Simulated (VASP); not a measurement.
A run of VASP 6.6.1 is set up as follows.

INCAR

```
PREC = Accurate ; ENCUT = 520
EDIFF = 1E-7 ; ISMEAR = 0
SIGMA = 0.05 ; LREAL = False
LASPH = True ; NELM = 100
ALGO = Normal ; ISIF = 2
LWAVE = False ; LCHARG = False
GGA = PE ; NBANDS = 11
```

File KPOINTS:

```
Automatic mesh
0
Gamma
  10 10 10
```

POSCAR

```
BAs
1.0
    0.0000000000      2.5967640545      2.4044111616
    2.5967640545      0.0000000000      2.4044111616
    2.5967640545      2.5967640545      0.0000000000
B As
1 1
Direct
    0.0000000000      0.0000000000      0.0000000000
    0.7500000000      0.7500000000      0.7500000000
```

Potentials or basis: VASP PAW PBE potentials, release 64 (B, As).

Run with:

```console
$ cat potpaw_PBE.64/B/POTCAR potpaw_PBE.64/As/POTCAR > POTCAR
$ mpirun -np 1 vasp_std > vasp.out
```

**Question.** What does it give for the pressure?

**Answer.** -14.3 GPa.

**Question.** Estimate the band gap on the k mesh.

**Answer.** 0.36 eV, indirect (least direct gap 2.14 eV).

Stress tensor (GPa, compression positive):
```
-18.26   0.00   0.00
  0.00 -18.26   0.00
  0.00   0.00  -6.37
```

Caveat: the cell differs from its parent crystal (strain +0.080 along x and y, +0.000 along z). A k mesh can miss the band edges.
